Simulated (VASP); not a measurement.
# Ti (P6_3/mmc) in VASP: notebook

Ti is run at these levels: PBEsol; tasks: electric field gradients.

Program: VASP 6.6.1. These are calculated values, not measurements. Logs are shortened: lines on timing, memory, paths and dates and some standing lists are left out, and cuts for length are marked.

**1. The cell of the first run**

Symmetry: P6_3/mmc, No. 194, hexagonal system. The conventional cell has a = 2.950 Å, b = 2.950 Å, c = 4.545 Å, α = 90.00°, β = 90.00°, γ = 120.00°. Within 3.7 Å of Ti (site symmetry -6m2) lie 12 Ti at 2.84 to 2.95 Å.

**2. Electric field gradients, PBEsol (zz strain of -3 %)**

INCAR

```
SYSTEM = Ti
PREC = Accurate ; ENCUT = 520
EDIFF = 1E-8 ; ISMEAR = -1
SIGMA = 0.08 ; LREAL = .FALSE.
LASPH = .TRUE. ; NELM = 80
ALGO = Normal ; ISIF = 2
LWAVE = .FALSE. ; LCHARG = .FALSE.
GGA = PS ; LEFG = .TRUE.
NBANDS = 19
```

KPOINTS

```
Automatic mesh
0
G
  13 13 7
  0 0 0
```

POSCAR

```
Ti
1.0
    2.9499978604      0.0000000000      0.0000000000
   -1.4749989302      2.5547730882      0.0000000000
    0.0000000000      0.0000000000      4.5454200000
Ti
2
Direct
    0.3333333333      0.6666666667      0.2500000000
    0.6666666667      0.3333333333      0.7500000000
```

Potentials or basis: VASP PAW PBE potentials, release 64 (Ti_sv).

Command:

```bash
$ cat potpaw_PBE.64/Ti_sv/POTCAR > POTCAR
$ mpirun -np 1 vasp_std > vasp.out
```

OUTCAR:

```text
SYSTEM = Ti
   PREC = Accurate
   ENCUT = 520
   EDIFF = 1E-8
   ISMEAR = -1
   LREAL = .FALSE.
   LASPH = .TRUE.
   NELM = 80
   ISIF = 2
   GGA = PS

 ion  position               nearest neighbor table
   1  0.333  0.667  0.250-   2 2.84   2 2.84   2 2.84   2 2.84   2 2.84   2 2.84
   2  0.667  0.333  0.750-   1 2.84   1 2.84   1 2.84   1 2.84   1 2.84   1 2.84

  LATTYP: Found a hexagonal cell.
 ALAT       =     2.9499978604
 C/A-ratio  =     1.5408214565

  Lattice vectors:

 A1 = (   2.9499978604,   0.0000000000,   0.0000000000)
 A2 = (  -1.4749989302,   2.5547730882,   0.0000000000)
 A3 = (   0.0000000000,   0.0000000000,   4.5454200000)

Analysis of symmetry for initial positions (statically):
=====================================================================
 Subroutine PRICEL returns:
 Original cell was already a primitive cell.

 Routine SETGRP: Setting up the symmetry group for a
 hexagonal supercell.

 Subroutine GETGRP returns: Found 24 space group operations
 (whereof 12 operations were pure point group operations)
 out of a pool of 24 trial point group operations.

The static configuration has the point symmetry D_3d.
 The point group associated with its full space group is D_6h.

Analysis of symmetry for dynamics (positions and initial velocities):
=====================================================================
 Subroutine PRICEL returns:
 Original cell was already a primitive cell.

 Routine SETGRP: Setting up the symmetry group for a
 hexagonal supercell.

 Subroutine GETGRP returns: Found 24 space group operations
 (whereof 12 operations were pure point group operations)
 out of a pool of 24 trial point group operations.

The dynamic configuration has the point symmetry D_3d.
 The point group associated with its full space group is D_6h.

 Subroutine INISYM returns: Found 24 space group operations
 (whereof 12 operations are pure point group operations),
 and found     1 'primitive' translations

----------------------------------------------------------------------------------------

                                     Primitive cell

  volume of cell :      34.2569

  direct lattice vectors                    reciprocal lattice vectors
     2.949997860  0.000000000  0.000000000     0.338983297  0.195712098  0.000000000
    -1.474998930  2.554773088  0.000000000     0.000000000  0.391424195  0.000000000
     0.000000000  0.000000000  4.545420000     0.000000000  0.000000000  0.220001672

  length of vectors
     2.949997860  2.949997860  4.545420000     0.391424195  0.391424195  0.220001672

  position of ions in fractional coordinates (direct lattice)
     0.333333333  0.666666667  0.250000000
     0.666666667  0.333333333  0.750000000

  ion indices of the primitive-cell ions
   primitive index   ion index
                 1           1
                 2           2

----------------------------------------------------------------------------------------

 KPOINTS: Automatic mesh

Automatic generation of k-mesh.
 Grid dimensions read from file:
 generate k-points for:   13   13    7

 Generating k-lattice:

  Cartesian coordinates                     Fractional coordinates (reciprocal lattice)
     0.026075638  0.015054777  0.000000000     0.076923077 -0.000000000  0.000000000
     0.000000000  0.030109553  0.000000000     0.000000000  0.076923077  0.000000000
     0.000000000  0.000000000  0.031428810     0.000000000  0.000000000  0.142857143

  Length of vectors
     0.030109553  0.030109553  0.031428810

  Shift w.r.t. Gamma in fractional coordinates (k-lattice)
     0.000000000  0.000000000  0.000000000

 Subroutine IBZKPT returns following result:
 ===========================================

 Found     84 irreducible k-points:

 Following reciprocal coordinates:
            Coordinates               Weight
  0.000000  0.000000  0.000000      1.000000
  0.076923  0.000000  0.000000      6.000000
  0.153846  0.000000  0.000000      6.000000
  0.230769  0.000000  0.000000      6.000000
  0.307692  0.000000  0.000000      6.000000
  0.384615  0.000000  0.000000      6.000000
[... 16 lines left out ...]
  0.076923  0.000000  0.142857     12.000000
  0.153846  0.000000  0.142857     12.000000
 [... further k-points ...]
   k-points           NKPTS =     84   k-points in BZ     NKDIM =     84   number of bands    NBANDS=     19
   number of dos      NEDOS =    301   number of ions     NIONS =      2
   total plane-waves  NPLWV =  20736
   dimension x,y,z NGX =    24 NGY =   24 NGZ =   36
   dimension x,y,z NGXF=    48 NGYF=   48 NGZF=   72
   ions per type =               2
   NGX,Y,Z   is equivalent  to a cutoff of  13.53, 13.53, 13.17 a.u.
   NGXF,Y,Z  is equivalent  to a cutoff of  27.05, 27.05, 26.33 a.u.
 SYSTEM =  Ti
   PREC   = accura    normal or accurate (medium, high low for compatibility)
   ISTART =      0    job   : 0-new  1-cont  2-samecut
   ICHARG =      2    charge: 1-file 2-atom 10-const
   ISPIN  =      1    spin polarized calculation?
   LNONCOLLINEAR =      F non collinear calculations
   LSORBIT =      F    spin-orbit coupling
   LASPH  =      T    aspherical Exc in radial PAW
   ENCUT  =  520.0 eV  38.22 Ry    6.18 a.u.   5.49  5.49  8.45*2*pi/ulx,y,z
   NELM   =     80;   NELMIN=  2; NELMDL= -5     # of ELM steps
   EDIFF  = 0.1E-07   stopping-criterion for ELM
   LREAL  =      F    real-space projection
   EDIFFG = 0.1E-06   stopping-criterion for IOM
   NSW    =      0    number of steps for IOM
   IBRION =     -1    ionic relax: 0-MD 1-quasi-New 2-CG
   NFREE  =      0    steps in history (QN), initial steepest desc. (CG)
   ISIF   =      2    stress and relaxation
   ISYM   =      2    0-nonsym 1-usesym 2-fastsym
   POTIM  = 0.5000    time-step for ionic-motion
   TEBEG  =    0.0;   TEEND  =   0.0 temperature during run
   PSTRESS=    0.0 pullay stress
   NELECT =      24.0000    total number of electrons
   NUPDOWN=      -1.0000    fix difference up-down
   EMIN   =  10.00;   EMAX   =-10.00  energy-range for DOS
   EFERMI =   0.00;   METHOD = LEGACY
   ISMEAR =    -1;   SIGMA  =   0.08  broadening in eV -4-tet -1-fermi 0-gaus
   EFERMI_NEDOS =   21; number of points for ismear=-14 and -15
   IALGO  =     38    algorithm
   IMIX   =      4    mixing-type and parameters
     AMIX     =   0.40;   BMIX     =  1.00
     AMIX_MAG =   1.60;   BMIX_MAG =  1.00
  volume/ion in A,a.u.               =      17.13       115.59
  Fermi-wavevector in a.u.,A,eV,Ry     =   1.453994  2.747650 28.764050  2.114098
  Thomas-Fermi vector in A             =   2.571196
   LORBIT       =      0    0 simple, 1 ext, 2 COOP (PROOUT), +10 PAW based schemes
   GGA     = PS    functional components
   LHFCALC =     F    Hartree Fock is set to
   AEXX    =    0.0000 exact exchange contribution
   IVDW    =     0    specifies the selected vdW correction
   LEPSILON=     F    determine dielectric tensor
   LRPA    =     F    only Hartree local field effects (RPA)
 non-spin polarized calculation
  energy-cutoff  :      520.00
  volume of cell :       34.26
 maximum number of plane-waves:       953
 NGX is ok and might be reduce to    24
   NGX = 11   NGY = 11   NGZ = 17

 number of electron      23.9999999 magnetization

 Free energy of the ion-electron system (eV)
  ---------------------------------------------------
  ext. energy  EPLUGINS =         0.00000000
  ---------------------------------------------------
  free energy    TOTEN  =       -16.68729310 eV

  energy without entropy =      -16.63911173  energy(sigma->0) =      -16.66320242

 E-fermi :   8.3512     XC(G=0): -11.7008

 val. band max:        8.3445842057   @ k =   0.1538   0.0000   0.0000
 cond. band min:       8.3546217183   @ k =   0.3846   0.2308   0.2857
 fundamental gap:      0.0100375127
 Fermi energy:         8.3512068688

 k-point     1 :       0.0000    0.0000    0.0000
  band No.  band energies     occupation
      1     -48.2547      2.00000
      2     -48.0917      2.00000
      3     -24.9822      2.00000
      4     -24.3056      2.00000
      5     -24.3056      2.00000
      6     -24.1899      2.00000
[... 11 lines left out ...]
     18       9.8625      0.00000
     19      11.5626      0.00000

 k-point     2 :       0.0769    0.0000    0.0000
  band No.  band energies     occupation
      1     -48.2487      2.00000
      2     -48.0899      2.00000
      3     -24.9683      2.00000
      4     -24.3314      2.00000
      5     -24.3148      2.00000
      6     -24.2102      2.00000
[... 11 lines left out ...]
     18       9.7810      0.00000
     19      11.6175      0.00000

 k-point     3 :       0.1538    0.0000    0.0000
  band No.  band energies     occupation
      1     -48.2316      2.00000
      2     -48.0851      2.00000
      3     -24.9283      2.00000
      4     -24.4035      2.00000
      5     -24.3396      2.00000
      6     -24.2842      2.00000
[... 11 lines left out ...]
     18      10.0558      0.00000
     19      11.7405      0.00000

 k-point     4 :       0.2308    0.0000    0.0000
  band No.  band energies     occupation
      1     -48.2065      2.00000
      2     -48.0793      2.00000
      3     -24.8670      2.00000
      4     -24.5064      2.00000
      5     -24.3852      2.00000
      6     -24.3730      2.00000
[... 11 lines left out ...]
     18      10.4992      0.00000
     19      11.8678      0.00000

 k-point     5 :       0.3077    0.0000    0.0000
  band No.  band energies     occupation
      1     -48.1778      2.00000
      2     -48.0752      2.00000
      3     -24.7921      2.00000
      4     -24.6168      2.00000
      5     -24.4884      2.00000
      6     -24.4072      2.00000
[... 11 lines left out ...]
     18      11.0213      0.00000
     19      11.9666      0.00000
[... 334 lines left out ...]
      2     -48.0883      2.00000
      3     -24.6937      2.00000
      4     -24.5781      2.00000
      5     -24.5540      2.00000
      6     -24.5416      2.00000
[... 11 lines left out ...]
     18      11.8552      0.00000
     19      13.8042      0.00000

 k-point    22 :       0.0000    0.0000    0.1429
  band No.  band energies     occupation
      1     -48.2467      2.00000
      2     -48.0999      2.00000
      3     -24.9446      2.00000
      4     -24.2996      2.00000
      5     -24.2996      2.00000
      6     -24.2309      2.00000
[... 11 lines left out ...]
     18      10.0916      0.00000
     19      11.5850      0.00000

 k-point    23 :       0.0769    0.0000    0.1429
  band No.  band energies     occupation
      1     -48.2409      2.00000
      2     -48.0978      2.00000
      3     -24.9327      2.00000
      4     -24.3245      2.00000
      5     -24.3085      2.00000
      6     -24.2542      2.00000
[... 11 lines left out ...]
     18      10.0920      0.00000
     19      11.6294      0.00000

 k-point    24 :       0.1538    0.0000    0.1429
  band No.  band energies     occupation
      1     -48.2244      2.00000
      2     -48.0924      2.00000
      3     -24.8989      2.00000
      4     -24.3939      2.00000
      5     -24.3325      2.00000
      6     -24.3236      2.00000
[... 11 lines left out ...]
     18      10.2150      0.00000
     19      11.7280      0.00000

 [... further k-points ...]

------------------------ aborting loop because EDIFF is reached ----------------------------------------

  FORCE on cell =-STRESS in cart. coord.  units (eV):
  Direction    XX          YY          ZZ          XY          YZ          ZX
  --------------------------------------------------------------------------------------
  -------------------------------------------------------------------------------------
  Total       -0.8076593     -0.8076593     -0.1901016      0.0000000     -0.0000000      0.0000000
  in kB      -37.7738059    -37.7738059     -8.8909549      0.0000000     -0.0000000      0.0000000
  external PRESSURE =     -28.1461889 kB  Pullay stress =       0.0000000 kB

 VOLUME and BASIS-vectors are now :
 -----------------------------------------------------------------------------
  energy-cutoff  :      520.00
  volume of cell :       34.26
      direct lattice vectors                 reciprocal lattice vectors
     2.949997860  0.000000000  0.000000000     0.338983297  0.195712098  0.000000000
    -1.474998930  2.554773088  0.000000000     0.000000000  0.391424195  0.000000000
     0.000000000  0.000000000  4.545420000     0.000000000  0.000000000  0.220001672

 POSITION                                       TOTAL-FORCE (eV/Angst)
 -----------------------------------------------------------------------------------
     -0.00000      1.70318      1.13636         0.000000     -0.000000      0.000000
      1.47500      0.85159      3.40907        -0.000000      0.000000      0.000000
 -----------------------------------------------------------------------------------
    total drift:                               -0.000000      0.000000     -0.000000

  FREE ENERGIE OF THE ION-ELECTRON SYSTEM (eV)
  ---------------------------------------------------
  free  energy   TOTEN  =       -16.6872931040 eV

  energy  without entropy=      -16.6391117320  energy(sigma->0) =      -16.66320242

 Electric field gradients (V/A^2)
---------------------------------------------------------------------
 ion       V_xx      V_yy      V_zz      V_xy      V_xz      V_yz
---------------------------------------------------------------------
   1     -11.856   -11.856    23.712    -0.000     0.000    -0.000
   2     -11.856   -11.856    23.712    -0.000    -0.000     0.000
---------------------------------------------------------------------

 Electric field gradients after diagonalization (V/A^2)
 (convention: |V_zz| > |V_xx| > |V_yy|)
----------------------------------------------------------------------
 ion       V_xx      V_yy      V_zz     asymmetry (V_yy - V_xx)/ V_zz
----------------------------------------------------------------------
   1     -11.856   -11.856    23.712       0.000
   2     -11.856   -11.856    23.712       0.000
----------------------------------------------------------------------

           NMR quadrupolar parameters

 Cq : quadrupolar parameter    Cq=e*Q*V_zz/h
 eta: asymmetry parameters     (V_yy - V_xx)/ V_zz
 Q  : nuclear electric quadrupole moment in mb (millibarn)
----------------------------------------------------------------------
 ion       Cq(MHz)       eta       Q (mb)
----------------------------------------------------------------------
   1       0.057       0.000       1.000
   2       0.057       0.000       1.000
----------------------------------------------------------------------
```

It took 24 s on 1 thread of Intel Xeon 6975P-C (Granite Rapids), shared host; peak memory 0.18 GiB.

What came out:

```yaml
Free_energy: -16.6873 eV
Pressure: -2.8 GPa
Band_gap_on_the_k_mesh: zero (band 12 reaches 9.10 eV, above the bottom of band 13 at 8.00 eV)
```

Levels at points of the mesh, in eV from the Fermi level:
```
           k point  band 9  band 10  band 11  band 12  band 13  band 14  band 15  band 16
(0.00, 0.00, 0.00)   -6.24    -2.71     0.75     0.75     1.08     1.09     1.31     1.31
```

Electric field gradients, principal values (V/Å²):
```csv
atom,least,middle,greatest (by size)
1 Ti,-11.856,-11.856,23.712
2 Ti,-11.856,-11.856,23.712
```

Caveat: the cell differs from its parent crystal (zz strain of -3 %); without QUAD_EFG the Cq values of the log hold for a quadrupole moment of 1 mb, not for the nuclei; the PAW data sets were made with another functional, which shifts forces and pressure a little.

[end of part 1 of 3]
